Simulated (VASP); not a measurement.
Write the native input for VASP 6.6.1 that does the following.

```
Task                   : single point
Functional             : PBE
Potentials or basis    : VASP PAW PBE potentials, release 64 (Y_sv, N)
Cutoff                 : 600 eV
k mesh                 : 10 × 10 × 10
Occupations            : gaussian, width 0.01 eV
Spin                   : no spin polarisation
Dipole correction      : no
Further INCAR settings : ALGO = Normal; EDIFF = 1e-06; NBANDS = 15
```

The structure of YN (pbe) lies in POSCAR:

```
YN
1.0
    0.0000000000      2.4529981914      2.4529981914
    2.4529981914      0.0000000000      2.4529981914
    2.4529981914      2.4529981914      0.0000000000
Y N
1 1
Direct
    0.0000000000      0.0000000000      0.0000000000
    0.5000000000      0.5000000000      0.5000000000
```

These files were run (other wordings do the same):

INCAR

```
SYSTEM = YN
PREC = Accurate
ENCUT = 600
EDIFF = 1E-6
ISMEAR = 0
SIGMA = 0.01
LREAL = .FALSE.
LASPH = .TRUE.
NELM = 120
ALGO = Normal
ISIF = 2
LWAVE = .FALSE.
LCHARG = .TRUE.
GGA = PE
LELF = .TRUE.
LVHAR = .TRUE.
NBANDS = 15
GGA_COMPAT = .FALSE.
```

KPOINTS

```
regular mesh
0
G
  10 10 10
  0 0 0
```

Potentials or basis: VASP PAW PBE potentials, release 64 (Y_sv, N).

The run is started by

```console
$ cat potpaw_PBE.64/Y_sv/POTCAR potpaw_PBE.64/N/POTCAR > POTCAR
$ mpirun -np 1 vasp_std > vasp.out
```

Results of the run:

| Quantity | Value |
| --- | --- |
| Pressure | -0.2 GPa |
| Band gap on the k mesh | 0.21 eV, indirect (least direct gap 0.60 eV) |

It took 44 s on 1 thread of Intel Xeon 6975P-C (shared host), peak memory 0.19 GiB.
